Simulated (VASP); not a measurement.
# SrO (P6_3/mmc) in VASP: a series of runs

SrO is run at these levels: PBEsol+D3(BJ); tasks: single point.

Everything below comes from runs of VASP 6.6.1. Logs are shortened: lines on timing, memory, paths and dates and some standing lists are left out, and cuts for length are marked.

**1. The cell of the first run**

It takes space group P6_3/mmc (No. 194, hexagonal). Conventional cell: a = 3.646 Å, b = 3.646 Å, c = 6.379 Å, α = 90.00°, β = 90.00°, γ = 120.00°. Within 3.5 Å of Sr (site symmetry -6m2) lie 6 O at 2.64 Å. Within 3.5 Å of O (site symmetry -3m) lie 6 Sr at 2.64 Å and 2 O at 3.19 Å.

**2. Single point, PBEsol+D3(BJ)**

File INCAR:

```
PREC = Accurate
ENCUT = 600
EDIFF = 1E-6
ISMEAR = 1
SIGMA = 0.02
LREAL = False
LASPH = True
NELM = 120
ALGO = Normal
ISIF = 2
LWAVE = False
LCHARG = False
GGA = PS
IVDW = 12
NBANDS = 24
GGA_COMPAT = False
```

File KPOINTS:

```
regular mesh
0
Gamma
  6 6 3
```

File POSCAR:

```
SrO
1.0
    3.6456222993      0.0000000000      0.0000000000
   -1.8228111548      3.1572015208      0.0000000000
    0.0000000000      0.0000000000      6.3788641554
Sr O
2 2
Direct
    0.3333333333      0.6666666667      0.2500000000
    0.6666666667      0.3333333333      0.7500000000
    0.0000000000      0.0000000000      0.0000000000
    0.0000000000      0.0000000000      0.5000000000
```

Potentials or basis: VASP PAW PBE potentials, release 64 (Sr_sv, O).

Run with:

```console
> cat potpaw_PBE.64/Sr_sv/POTCAR potpaw_PBE.64/O/POTCAR > POTCAR
> mpirun -np 1 vasp_std > vasp.out
```

OUTCAR:

```text
PREC = Accurate
   ENCUT = 600
   EDIFF = 1E-6
   ISMEAR = 1
   LREAL = False
   LASPH = True
   NELM = 120
   ISIF = 2
   GGA = PS
   IVDW = 12
 IVDW          = 12

 ion  position               nearest neighbor table
   1  0.333  0.667  0.250-   3 2.64   4 2.64   3 2.64   4 2.64   3 2.64   4 2.64   2 3.82   2 3.82
                             2 3.82   2 3.82   2 3.82   2 3.82
   2  0.667  0.333  0.750-   3 2.64   4 2.64   3 2.64   4 2.64   3 2.64   4 2.64   1 3.82   1 3.82
                             1 3.82   1 3.82   1 3.82   1 3.82
   3  0.000  0.000  0.000-   1 2.64   2 2.64   2 2.64   1 2.64   1 2.64   2 2.64
   4  0.000  0.000  0.500-   1 2.64   2 2.64   2 2.64   1 2.64   1 2.64   2 2.64

  LATTYP: Found a hexagonal cell.
 ALAT       =     3.6456222993
 C/A-ratio  =     1.7497325921

  Lattice vectors:

 A1 = (   3.6456222993,   0.0000000000,   0.0000000000)
 A2 = (  -1.8228111548,   3.1572015208,   0.0000000000)
 A3 = (   0.0000000000,   0.0000000000,   6.3788641554)

Analysis of symmetry for initial positions (statically):
=====================================================================
 Subroutine PRICEL returns:
 Original cell was already a primitive cell.

 Routine SETGRP: Setting up the symmetry group for a
 hexagonal supercell.

 Subroutine GETGRP returns: Found 24 space group operations
 (whereof 12 operations were pure point group operations)
 out of a pool of 24 trial point group operations.

The static configuration has the point symmetry D_3d.
 The point group associated with its full space group is D_6h.

Analysis of symmetry for dynamics (positions and initial velocities):
=====================================================================
 Subroutine PRICEL returns:
 Original cell was already a primitive cell.

 Routine SETGRP: Setting up the symmetry group for a
 hexagonal supercell.

 Subroutine GETGRP returns: Found 24 space group operations
 (whereof 12 operations were pure point group operations)
 out of a pool of 24 trial point group operations.

The dynamic configuration has the point symmetry D_3d.
 The point group associated with its full space group is D_6h.

 Subroutine INISYM returns: Found 24 space group operations
 (whereof 12 operations are pure point group operations),
 and found     1 'primitive' translations

----------------------------------------------------------------------------------------

                                     Primitive cell
[... 83 lines left out ...]
   NELM   =    120;   NELMIN=  2; NELMDL= -5     # of ELM steps
   EDIFF  = 0.1E-05   stopping-criterion for ELM
   LREAL  =      F    real-space projection
   EDIFFG = 0.1E-04   stopping-criterion for IOM
   NSW    =      0    number of steps for IOM
   IBRION =     -1    ionic relax: 0-MD 1-quasi-New 2-CG
   NFREE  =      0    steps in history (QN), initial steepest desc. (CG)
   ISIF   =      2    stress and relaxation
   ISYM   =      2    0-nonsym 1-usesym 2-fastsym
   POTIM  = 0.5000    time-step for ionic-motion
   TEBEG  =    0.0;   TEEND  =   0.0 temperature during run
   PSTRESS=    0.0 pullay stress
   NELECT =      32.0000    total number of electrons
   NUPDOWN=      -1.0000    fix difference up-down
   EMIN   =  10.00;   EMAX   =-10.00  energy-range for DOS
   EFERMI =   0.00;   METHOD = LEGACY
   ISMEAR =     1;   SIGMA  =   0.02  broadening in eV -4-tet -1-fermi 0-gaus
   EFERMI_NEDOS =   21; number of points for ismear=-14 and -15
   IALGO  =     38    algorithm
   IMIX   =      4    mixing-type and parameters
     AMIX     =   0.40;   BMIX     =  1.00
     AMIX_MAG =   1.60;   BMIX_MAG =  1.00
  volume/ion in A,a.u.               =      18.36       123.87
  Fermi-wavevector in a.u.,A,eV,Ry     =   1.241230  2.345585 20.961853  1.540653
  Thomas-Fermi vector in A             =   2.375637
   LORBIT       =      0    0 simple, 1 ext, 2 COOP (PROOUT), +10 PAW based schemes
   GGA     = PS    functional components
   LHFCALC =     F    Hartree Fock is set to
   AEXX    =    0.0000 exact exchange contribution
   IVDW    =    12    specifies the selected vdW correction
   LEPSILON=     F    determine dielectric tensor
   LRPA    =     F    only Hartree local field effects (RPA)
 non-spin polarized calculation
 Methfessel and Paxton  Order N= 1 SIGMA  =   0.02
  energy-cutoff  :      600.00
  volume of cell :       73.42
 maximum number of plane-waves:      2474
 NGX is ok and might be reduce to    30
   NGX = 15   NGY = 15   NGZ = 25

 number of electron      32.0000000 magnetization

 Free energy of the ion-electron system (eV)
  ---------------------------------------------------
  ext. energy  EPLUGINS =         0.00000000
  ---------------------------------------------------
  free energy    TOTEN  =       -24.79439914 eV

  energy without entropy =      -24.79440987  energy(sigma->0) =      -24.79440272

 E-fermi :   1.6602     XC(G=0):  -9.9028

 val. band max:        1.6433366800   @ k =   0.0000   0.0000   0.0000
 cond. band min:       4.1568924235   @ k =   0.0000   0.0000   0.0000
 fundamental gap:      2.5135557436
 Fermi energy:         1.6601743245

 k-point     1 :       0.0000    0.0000    0.0000
  band No.  band energies     occupation
      1     -31.4186      2.00000
      2     -31.3414      2.00000
      3     -15.1275      2.00000
      4     -13.6660      2.00000
      5     -13.1772      2.00000
      6     -13.1772      2.00000
[... 367 lines left out ...]
     23      10.8539      0.00000
     24      10.8542      0.00000

------------------------ aborting loop because EDIFF is reached ----------------------------------------

 Edisp (eV)   -0.96255

 E8    (eV) :    -0.6934

  FORCE on cell =-STRESS in cart. coord.  units (eV):
  Direction    XX          YY          ZZ          XY          YZ          ZX
  --------------------------------------------------------------------------------------
  -------------------------------------------------------------------------------------
  Total      -4.08556    -4.08556    -4.76764     0.00000     0.00000     0.00000
  in kB     -89.15476   -89.15476  -104.03911     0.00000     0.00000     0.00000
  external pressure =      -94.12 kB  Pullay stress =        0.00 kB

 VOLUME and BASIS-vectors are now :
 -----------------------------------------------------------------------------
  energy-cutoff  :      600.00
  volume of cell :       73.42
      direct lattice vectors                 reciprocal lattice vectors
     3.645622299  0.000000000  0.000000000     0.274301592  0.158368098  0.000000000
    -1.822811155  3.157201521  0.000000000     0.000000000  0.316736196  0.000000000
     0.000000000  0.000000000  6.378864155     0.000000000  0.000000000  0.156767722

 POSITION                                       TOTAL-FORCE (eV/Angst)
 -----------------------------------------------------------------------------------
     -0.00000      2.10480      1.59472         0.000000     -0.000000      0.000000
      1.82281      1.05240      4.78415        -0.000000      0.000000      0.000000
      0.00000      0.00000      0.00000         0.000000     -0.000000      0.000000
      0.00000      0.00000      3.18943         0.000000     -0.000000      0.000000
 -----------------------------------------------------------------------------------
    total drift:                               -0.000000      0.000000      0.000000

  FREE ENERGIE OF THE ION-ELECTRON SYSTEM (eV)
  ---------------------------------------------------
  free  energy   TOTEN  =       -25.7569456389 eV

  energy  without entropy=      -25.7569563758  energy(sigma->0) =      -25.75694922
```

Wall time 19 s (1 thread of Intel Xeon 6975P-C (Granite Rapids), shared host); peak memory 0.22 GiB.

What came out:

```
Free energy                : -25.7569 eV
Pressure                   : -9.4 GPa
Band gap on the k mesh     : 2.51 eV
Dispersion energy per atom : -0.241 eV
```

Caveat: three body term missing; the cell stands under tension; the PAW data sets were made with another functional, which shifts forces and pressure a little. A k mesh can miss the band edges.

**3. Single point, PBEsol+D3(BJ)**

This run uses another cell than the first one, of 19.03 Å³/atom.

File INCAR:

```
SYSTEM = SrO
ALGO     = Normal         ! electronic algorithm
EDIFF    = 1E-6           ! SCF threshold, eV
ENCUT    = 600            ! plane-wave cutoff, eV
GGA      = PS             ! functional
GGA_COMPAT= .False.      
ISIF     = 2              ! what is computed and relaxed
ISMEAR   = 1              ! smearing method
IVDW     = 12             ! dispersion correction
LASPH    = .True.         ! aspherical terms in the spheres
LCHARG   = .False.        ! write CHGCAR
LREAL    = .False.        ! projectors in reciprocal space
LWAVE    = .False.        ! write WAVECAR
NBANDS   = 24             ! bands
NELM     = 120            ! most SCF steps
PREC     = Accurate       ! precision mode
SIGMA    = 0.02           ! smearing width, eV
```

File KPOINTS:

```
k-points
0
Gamma
  6 6 3
  0 0 0
```

File POSCAR:

```
SrO
1.0
    3.6900854899      0.0000000000      0.0000000000
   -1.8450427501      3.1957077734      0.0000000000
    0.0000000000      0.0000000000      6.4566628491
Sr O
2 2
Direct
    0.3333333333      0.6666666667      0.2500000000
    0.6666666667      0.3333333333      0.7500000000
    0.0000000000      0.0000000000      0.0000000000
    0.0000000000      0.0000000000      0.5000000000
```

Potentials or basis: VASP PAW PBE potentials, release 64 (Sr_sv, O).

Run with:

```console
> cat potpaw_PBE.64/Sr_sv/POTCAR potpaw_PBE.64/O/POTCAR > POTCAR
> mpirun -np 1 vasp_std > vasp.out
```

Wall time 19 s (1 thread of Intel Xeon 6975P-C (Granite Rapids), shared host); peak memory 0.23 GiB.

It converged, with:

```
Free energy                : -25.5848 eV
Pressure                   : -11.2 GPa
Band gap on the k mesh     : 2.33 eV
Dispersion energy per atom : -0.232 eV
```

Stress tensor (GPa, compression positive):
```
-10.56   0.00   0.00
  0.00 -10.56   0.00
  0.00   0.00 -12.35
```

Levels at points of the mesh, in eV from the valence-band top:
```tsv
k point	band 13	band 14	band 15	band 16	band 17	band 18	band 19	band 20
(0.00, 0.00, 0.00)	-0.87	-0.63	-0.63	0.00	2.33	4.65	4.93	5.88
(0.50, 0.00, 0.00)	-1.33	-1.20	-0.51	-0.22	2.93	5.18	5.53	7.60
```

Caveat: three body term missing; the cell stands under tension; the PAW data sets were made with another functional, which shifts forces and pressure a little.
